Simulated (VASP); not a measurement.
Crystal: NaH.

```
CELL_PARAMETERS angstrom
2.84852 0.00000 0.00000
0.00000 2.84852 0.00000
0.00000 0.00000 2.93239
ATOMIC_POSITIONS crystal
Na 0.00000 0.00000 0.00000
H 0.50000 0.50000 0.50000
```

This cell differs from its parent crystal: biaxial xy strain -2.9%.

Base run:

```yaml
Program: VASP 6.6.1
Functional: HSE06
Potentials_or_basis: VASP PAW PBE potentials, release 64 (Na_pv, H)
Cutoff: 400 eV
k_mesh: 6 × 6 × 6
Occupations: gaussian, width 0.01 eV
Spin: no spin polarisation
```

Its results: band gap on the k mesh 1.69 eV (least direct gap 5.86 eV); pressure 1.4 GPa.

**Question.** The run is repeated on the same cell with these changes: functional from HSE06 to r2SCAN; cutoff from 400 eV to 550 eV; k mesh from 6 × 6 × 6 to 8 × 8 × 8. What comes out?

**Answer.** Band gap on the k mesh 1.42 eV (least direct gap 5.29 eV); pressure 1.4 GPa.

Several settings changed at once.

Caveats: the structure was generated, so it needn't be the stable form of NaH; the PAW data sets were made with another functional, which shifts forces and pressure a little.

A k mesh can miss the band edges.
